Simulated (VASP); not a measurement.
# Si2W (I4/mmm) in VASP: notebook

Runs on Si2W. Level: PBEsol. Tasks: single point.

Everything below comes from runs of VASP 6.6.1. Logs are shortened: lines on timing, memory, paths and dates and some standing lists are left out, and cuts for length are marked.

### Step 1. The cell of the first run

Symmetry: I4/mmm, No. 139, tetragonal system. Conventional cell: a = 3.170 Å, b = 3.170 Å, c = 7.724 Å, α = 90.00°, β = 90.00°, γ = 90.00°. Si (site symmetry 4mm) has 9 Si at 2.55 to 3.17 Å and 5 W at 2.58 to 2.59 Å within 3.4 Å. W (site symmetry 4/mmm) has 10 Si at 2.58 to 2.59 Å and 4 W at 3.17 Å within 3.4 Å.

### Step 2. Single point, PBEsol

INCAR reads:

```
PREC = Accurate
ENCUT = 520
EDIFF = 1E-6
ISMEAR = -1
SIGMA = 0.1
LREAL = F
LASPH = T
NELM = 80
ALGO = Normal
ISIF = 2
LWAVE = F
LCHARG = F
GGA = PS
NBANDS = 18
```

KPOINTS reads:

```
regular mesh
0
Gamma
  13 13 13
```

POSCAR reads:

```
Si2W
1.0
   -1.5851824729      1.5851824729      3.8620387842
    1.5851824729     -1.5851824729      3.8620387842
    1.5851824729      1.5851824729     -3.8620387842
Si W
2 1
Direct
    0.3347000000      0.3347000000      0.0000000000
    0.6653000000      0.6653000000      0.0000000000
    0.0000000000      0.0000000000      0.0000000000
```

Potentials or basis: VASP PAW PBE potentials, release 64 (Si, W_sv).

Command:

```console
> cat potpaw_PBE.64/Si/POTCAR potpaw_PBE.64/W_sv/POTCAR > POTCAR
> mpirun -np 1 vasp_std > vasp.out
```

OUTCAR:

```text
PREC = Accurate
   ENCUT = 520
   EDIFF = 1E-6
   ISMEAR = -1
   LREAL = F
   LASPH = T
   NELM = 80
   ISIF = 2
   GGA = PS

 ion  position               nearest neighbor table
   1  0.335  0.335  0.000-   2 2.55   3 2.58   3 2.58   3 2.58   3 2.58   3 2.59   2 2.60   2 2.60
                             2 2.60   2 2.60
   2  0.665  0.665  0.000-   1 2.55   3 2.58   3 2.58   3 2.58   3 2.58   3 2.59   1 2.60   1 2.60
                             1 2.60   1 2.60
   3  0.000  0.000  0.000-   2 2.58   2 2.58   2 2.58   1 2.58   2 2.58   1 2.58   1 2.58   1 2.58
                             1 2.59   2 2.59

  LATTYP: Found a body centered tetragonal cell.
 ALAT       =     3.1703649458
 C/A-ratio  =     2.4363370465

  Lattice vectors:

 A1 = (  -1.5851824729,   1.5851824729,   3.8620387842)
 A2 = (   1.5851824729,  -1.5851824729,   3.8620387842)
 A3 = (   1.5851824729,   1.5851824729,  -3.8620387842)

Analysis of symmetry for initial positions (statically):
=====================================================================
 Subroutine PRICEL returns:
 Original cell was already a primitive cell.

 Routine SETGRP: Setting up the symmetry group for a
 body centered tetragonal supercell.

 Subroutine GETGRP returns: Found 16 space group operations
 (whereof 16 operations were pure point group operations)
 out of a pool of 16 trial point group operations.

The static configuration has the point symmetry D_4h.

Analysis of symmetry for dynamics (positions and initial velocities):
=====================================================================
 Subroutine PRICEL returns:
 Original cell was already a primitive cell.

 Routine SETGRP: Setting up the symmetry group for a
 body centered tetragonal supercell.

 Subroutine GETGRP returns: Found 16 space group operations
 (whereof 16 operations were pure point group operations)
 out of a pool of 16 trial point group operations.

The dynamic configuration has the point symmetry D_4h.

 Subroutine INISYM returns: Found 16 space group operations
 (whereof 16 operations are pure point group operations),
 and found     1 'primitive' translations

----------------------------------------------------------------------------------------

                                     Primitive cell

  volume of cell :      38.8182

  direct lattice vectors                    reciprocal lattice vectors
    -1.585182473  1.585182473  3.862038784     0.000000000  0.315421100  0.129465297
     1.585182473 -1.585182473  3.862038784     0.315421100  0.000000000  0.129465297
     1.585182473  1.585182473 -3.862038784     0.315421100  0.315421100  0.000000000

  length of vectors
     4.465529142  4.465529142  4.465529142     0.340957085  0.340957085  0.446072798

  position of ions in fractional coordinates (direct lattice)
     0.334700000  0.334700000  0.000000000
     0.665300000  0.665300000  0.000000000
     0.000000000  0.000000000  0.000000000

  ion indices of the primitive-cell ions
   primitive index   ion index
                 1           1
                 2           2
                 3           3

----------------------------------------------------------------------------------------

 KPOINTS: regular mesh

Automatic generation of k-mesh.
 Grid dimensions read from file:
 generate k-points for:   13   13   13

 Generating k-lattice:

  Cartesian coordinates                     Fractional coordinates (reciprocal lattice)
     0.000000000  0.024263162  0.009958869     0.076923077  0.000000000  0.000000000
     0.024263162  0.000000000  0.009958869     0.000000000  0.076923077  0.000000000
     0.024263162  0.024263162  0.000000000     0.000000000  0.000000000  0.076923077

  Length of vectors
     0.026227468  0.026227468  0.034313292

  Shift w.r.t. Gamma in fractional coordinates (k-lattice)
     0.000000000  0.000000000  0.000000000

 Subroutine IBZKPT returns following result:
 ===========================================

 Found    196 irreducible k-points:

 Following reciprocal coordinates:
            Coordinates               Weight
  0.000000  0.000000  0.000000      1.000000
  0.076923 -0.000000  0.000000      8.000000
  0.153846  0.000000 -0.000000      8.000000
  0.230769  0.000000 -0.000000      8.000000
  0.307692  0.000000 -0.000000      8.000000
  0.384615 -0.000000  0.000000      8.000000
[... 16 lines left out ...]
  0.384615  0.153846  0.000000     16.000000
  0.461538  0.153846  0.000000     16.000000
 [... further k-points ...]
   k-points           NKPTS =    196   k-points in BZ     NKDIM =    196   number of bands    NBANDS=     18
   number of dos      NEDOS =    301   number of ions     NIONS =      3
   total plane-waves  NPLWV =  46656
   dimension x,y,z NGX =    36 NGY =   36 NGZ =   36
   dimension x,y,z NGXF=    72 NGYF=   72 NGZF=   72
   ions per type =               2   1
   NGX,Y,Z   is equivalent  to a cutoff of  13.40, 13.40, 13.40 a.u.
   NGXF,Y,Z  is equivalent  to a cutoff of  26.80, 26.80, 26.80 a.u.
 SYSTEM =  unknown system
   PREC   = accura    normal or accurate (medium, high low for compatibility)
   ISTART =      0    job   : 0-new  1-cont  2-samecut
   ICHARG =      2    charge: 1-file 2-atom 10-const
   ISPIN  =      1    spin polarized calculation?
   LNONCOLLINEAR =      F non collinear calculations
   LSORBIT =      F    spin-orbit coupling
   LASPH  =      T    aspherical Exc in radial PAW
   ENCUT  =  520.0 eV  38.22 Ry    6.18 a.u.   8.30  8.30  8.30*2*pi/ulx,y,z
   NELM   =     80;   NELMIN=  2; NELMDL= -5     # of ELM steps
   EDIFF  = 0.1E-05   stopping-criterion for ELM
   LREAL  =      F    real-space projection
   EDIFFG = 0.1E-04   stopping-criterion for IOM
   NSW    =      0    number of steps for IOM
   IBRION =     -1    ionic relax: 0-MD 1-quasi-New 2-CG
   NFREE  =      0    steps in history (QN), initial steepest desc. (CG)
   ISIF   =      2    stress and relaxation
   ISYM   =      2    0-nonsym 1-usesym 2-fastsym
   POTIM  = 0.5000    time-step for ionic-motion
   TEBEG  =    0.0;   TEEND  =   0.0 temperature during run
   PSTRESS=    0.0 pullay stress
   NELECT =      22.0000    total number of electrons
   NUPDOWN=      -1.0000    fix difference up-down
   EMIN   =  10.00;   EMAX   =-10.00  energy-range for DOS
   EFERMI =   0.00;   METHOD = LEGACY
   ISMEAR =    -1;   SIGMA  =   0.10  broadening in eV -4-tet -1-fermi 0-gaus
   EFERMI_NEDOS =   21; number of points for ismear=-14 and -15
   IALGO  =     38    algorithm
   IMIX   =      4    mixing-type and parameters
     AMIX     =   0.40;   BMIX     =  1.00
     AMIX_MAG =   1.60;   BMIX_MAG =  1.00
  volume/ion in A,a.u.               =      12.94        87.32
  Fermi-wavevector in a.u.,A,eV,Ry     =   1.354786  2.560174 24.972744  1.835445
  Thomas-Fermi vector in A             =   2.481928
   LORBIT       =      0    0 simple, 1 ext, 2 COOP (PROOUT), +10 PAW based schemes
   GGA     = PS    functional components
   LHFCALC =     F    Hartree Fock is set to
   AEXX    =    0.0000 exact exchange contribution
   IVDW    =     0    specifies the selected vdW correction
   LEPSILON=     F    determine dielectric tensor
   LRPA    =     F    only Hartree local field effects (RPA)
 non-spin polarized calculation
  energy-cutoff  :      520.00
  volume of cell :       38.82
 maximum number of plane-waves:      1063
 NGX is ok and might be reduce to    36
   NGX = 17   NGY = 17   NGZ = 17

 number of electron      22.0000000 magnetization

 Free energy of the ion-electron system (eV)
  ---------------------------------------------------
  ext. energy  EPLUGINS =         0.00000000
  ---------------------------------------------------
  free energy    TOTEN  =       -26.60886674 eV

  energy without entropy =      -26.59992819  energy(sigma->0) =      -26.60439747

 E-fermi :  12.4608     XC(G=0): -12.8012

 val. band max:       12.4557371262   @ k =  -0.3846  -0.4615   0.3846
 cond. band min:      12.5261626182   @ k =  -0.3846  -0.4615   0.3077
 fundamental gap:      0.0704254920
 Fermi energy:        12.4608324344

 k-point     1 :       0.0000    0.0000    0.0000
  band No.  band energies     occupation
      1     -61.2600      2.00000
      2     -25.5676      2.00000
      3     -25.5259      2.00000
      4     -25.5259      2.00000
      5      -1.9607      2.00000
      6       5.3209      2.00000
[... 10 lines left out ...]
     17      18.4400      0.00000
     18      18.4400      0.00000

 k-point     2 :       0.0769   -0.0000    0.0000
  band No.  band energies     occupation
      1     -61.2594      2.00000
      2     -25.5665      2.00000
      3     -25.5409      2.00000
      4     -25.5245      2.00000
      5      -1.8428      2.00000
      6       5.3406      2.00000
[... 10 lines left out ...]
     17      18.4481      0.00000
     18      18.8424      0.00000

 k-point     3 :       0.1538    0.0000   -0.0000
  band No.  band energies     occupation
      1     -61.2579      2.00000
      2     -25.5826      2.00000
      3     -25.5634      2.00000
      4     -25.5207      2.00000
      5      -1.4946      2.00000
      6       5.3607      2.00000
[... 10 lines left out ...]
     17      18.6700      0.00000
     18      19.7473      0.00000

 k-point     4 :       0.2308    0.0000   -0.0000
  band No.  band energies     occupation
      1     -61.2558      2.00000
      2     -25.6407      2.00000
      3     -25.5590      2.00000
      4     -25.5153      2.00000
      5      -0.9318      2.00000
      6       5.2230      2.00000
[... 375 lines left out ...]
      4     -25.5510      2.00000
      5       0.4384      2.00000
      6       4.3921      2.00000
[... 10 lines left out ...]
     17      19.7499      0.00000
     18      21.0588      0.00000

 k-point    23 :       0.3846    0.1538    0.0000
  band No.  band energies     occupation
      1     -61.2497      2.00000
      2     -25.7441      2.00000
      3     -25.5590      2.00000
      4     -25.5463      2.00000
      5       1.3249      2.00000
      6       3.7276      2.00000
[... 10 lines left out ...]
     17      19.9445      0.00000
     18      21.3059      0.00000

 k-point    24 :       0.4615    0.1538    0.0000
  band No.  band energies     occupation
      1     -61.2486      2.00000
      2     -25.7718      2.00000
      3     -25.5559      2.00000
      4     -25.5430      2.00000
      5       2.2921      2.00000
      6       2.7847      2.00000
[... 10 lines left out ...]
     17      20.0931      0.00000
     18      21.5255      0.00000

 [... further k-points ...]
[... 5 lines left out ...]
  --------------------------------------------------------------------------------------
  -------------------------------------------------------------------------------------
  Total        1.9219911      1.9219911      2.3886383      0.0000000     -0.0000000      0.0000000
  in kB       79.3280548     79.3280548     98.5884004      0.0000000     -0.0000000      0.0000000
  external PRESSURE =      85.7481700 kB  Pullay stress =       0.0000000 kB

 VOLUME and BASIS-vectors are now :
 -----------------------------------------------------------------------------
  energy-cutoff  :      520.00
  volume of cell :       38.82
      direct lattice vectors                 reciprocal lattice vectors
    -1.585182473  1.585182473  3.862038784     0.000000000  0.315421100  0.129465297
     1.585182473 -1.585182473  3.862038784     0.315421100  0.000000000  0.129465297
     1.585182473  1.585182473 -3.862038784     0.315421100  0.315421100  0.000000000

 POSITION                                       TOTAL-FORCE (eV/Angst)
 -----------------------------------------------------------------------------------
      0.00000      0.00000      2.58525        -0.000000     -0.000000     -0.133504
      0.00000      0.00000      5.13883         0.000000      0.000000      0.133504
      0.00000      0.00000      0.00000         0.000000      0.000000      0.000000
 -----------------------------------------------------------------------------------
    total drift:                               -0.000000     -0.000000      0.000000

  FREE ENERGIE OF THE ION-ELECTRON SYSTEM (eV)
  ---------------------------------------------------
  free  energy   TOTEN  =       -26.6088667449 eV

  energy  without entropy=      -26.5999281942  energy(sigma->0) =      -26.60439747
```

It took 2.6 min on 1 thread of AMD EPYC 7R43 (Zen 3), shared host; peak memory 0.25 GiB.

Results:

| Item | Value |
| --- | --- |
| Free energy | -26.6089 eV |
| Pressure | 8.6 GPa |
| Largest force | 0.134 eV/Å |
| Band gap on the k mesh | zero (band 11 reaches 13.22 eV, above the bottom of band 12 at 11.96 eV) |

Forces on the atoms (eV/Å):
```
Si   0.000  0.000 -0.134
Si   0.000  0.000  0.134
W    0.000  0.000  0.000
```

Stress tensor (GPa, compression positive):
```
7.93 0.00 0.00
0.00 7.93 0.00
0.00 0.00 9.86
```

Caveat: the PAW data sets were made with another functional, which shifts forces and pressure a little; spin-orbit coupling is left out, which moves the levels of the heavy elements.

### Step 3. Single point, PBEsol

This run uses another cell than the first one, of 13.48 Å³/atom, 1.042 times its volume.

INCAR reads:

```
SYSTEM = Si2W
PREC = Accurate
ENCUT = 520
EDIFF = 1E-6
ISMEAR = -1
SIGMA = 0.1
LREAL = .FALSE.
LASPH = .TRUE.
NELM = 100
ALGO = Normal
ISIF = 2
LWAVE = .FALSE.
LCHARG = .TRUE.
GGA = PS
LELF = .TRUE.
LVHAR = .TRUE.
NBANDS = 18
```

KPOINTS reads:

```
regular mesh
0
G
  13 13 13
  0 0 0
```

POSCAR reads:

```
Si2W
1.0
   -1.6069000000      1.6069000000      3.9149500000
    1.6069000000     -1.6069000000      3.9149500000
    1.6069000000      1.6069000000     -3.9149500000
Si W
2 1
Direct
    0.3347000000      0.3347000000      0.0000000000
    0.6653000000      0.6653000000      0.0000000000
    0.0000000000      0.0000000000      0.0000000000
```

Potentials or basis: VASP PAW PBE potentials, release 64 (Si, W_sv).

Command:

```console
> cat potpaw_PBE.64/Si/POTCAR potpaw_PBE.64/W_sv/POTCAR > POTCAR
> mpirun -np 1 vasp_std > vasp.out
```

Run time: 2.7 min. Hardware: 1 thread of AMD EPYC 7R43 (Zen 3), shared host; peak memory 0.26 GiB.

It converged, with:

| Quantity | Value |
| --- | --- |
| Free energy | -26.6428 eV |
| Pressure | -1.6 GPa |
| Largest force | 0.020 eV/Å |
| Band gap on the k mesh | zero (band 11 reaches 12.58 eV, above the bottom of band 12 at 11.39 eV) |

Forces in eV/Å, atoms in the order of the input:
```
Si   0.000  0.000 -0.020
Si   0.000  0.000  0.020
W    0.000  0.000  0.000
```

Stress tensor (GPa, compression positive):
```
-1.80  0.00  0.00
 0.00 -1.80  0.00
 0.00  0.00 -1.28
```

Levels at points of the mesh, in eV from the Fermi level:
| k point | band 9 | band 10 | band 11 | band 12 | band 13 | band 14 |
| --- | --- | --- | --- | --- | --- | --- |
| (0.00, 0.00, 0.00) | -2.84 | -2.84 | 0.60 | 2.76 | 2.91 | 3.08 |

Caveat: the PAW data sets were made with another functional, which shifts forces and pressure a little; spin-orbit coupling is left out, which moves the levels of the heavy elements.

(Continued in part 2 of 2.)
